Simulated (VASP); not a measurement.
Zr3O, 8 atoms in the cell. It takes space group P6_322 (No. 182, hexagonal). Conventional cell: a = 5.652 Å, b = 5.652 Å, c = 5.194 Å, α = 90.00°, β = 90.00°, γ = 120.00°. Within 3.0 Å of Zr (site symmetry 2) lie 2 O at 2.27 Å. O (site symmetry 32) has 6 Zr at 2.27 Å within 3.0 Å. 

* Program: VASP 6.6.1
* Task: single point
* Functional: r2SCAN
* Potentials or basis: VASP PAW PBE potentials, release 64 (Zr_sv, O)
* Cutoff: 520 eV
* k mesh: 6 × 6 × 8
* Occupations: gaussian, width 0.1 eV
* Spin: no spin polarisation
* Dipole correction: no
* Further INCAR settings: ALGO = Normal; EDIFF = 1e-06; NBANDS = 52

Potentials or basis: VASP PAW PBE potentials, release 64 (Zr_sv, O).

Command:

```sh
$ cat potpaw_PBE.64/Zr_sv/POTCAR potpaw_PBE.64/O/POTCAR > POTCAR
$ cp INCAR.step1 INCAR
$ mpirun -np 1 vasp_std > vasp.out
$ cp INCAR.step2 INCAR
$ mpirun -np 1 vasp_std > vasp.out
```

Hardware: 1 thread of Intel(R) Xeon(R) 6975P-C (Granite Rapids), with other jobs on the host.

Q: Estimate the wall time of this run.

A: Run time: 8.3 min on 1 thread of Intel(R) Xeon(R) 6975P-C (Granite Rapids), with other jobs on the host, peak memory 0.39 GiB. Counts: k points 35.
